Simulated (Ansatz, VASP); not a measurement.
HfN in VASP and in Ansatz

```
CELL_PARAMETERS angstrom
0.00000 2.27390 2.27390
2.27390 0.00000 2.27390
2.27390 2.27390 0.00000
ATOMIC_POSITIONS crystal
Hf 0.00000 0.00000 0.00000
N 0.50000 0.50000 0.50000
```

Alike in both runs: task relaxation of cell and atoms; functional LDA; k mesh 16 × 16 × 16; occupations gaussian, width 0.1 eV; no spin polarisation.

|  | VASP | Ansatz |
| --- | --- | --- |
| version | VASP 6.6.1 | Ansatz 0.2.0 |
| potentials or method | VASP PAW LDA potentials, release 64 (Hf_pv, N), cutoff 600 eV | scalar-relativistic, plane waves, PAW |
| valence electrons in the cell | 15 | 31 |

```csv
,VASP,Ansatz,Ansatz less VASP
"gap on the k mesh at the Fermi level, each at its own relaxed structure (eV)",none,none,-
relaxed volume (Å³/atom),11.10,11.15,+0.048
relaxed cell length with the largest relative difference (Å),3.155,3.159,+0.0045
```

LDA's correlation is that of Perdew and Zunger in VASP and of Perdew and Wang (1992) in Ansatz. A gap of «none» marks a metal or a gap that the smearing closes. VASP's potentials hold 15 valence electrons a cell and Ansatz's 31, so a difference there can come from the potentials and not from the codes.

Spin-orbit coupling is off throughout.
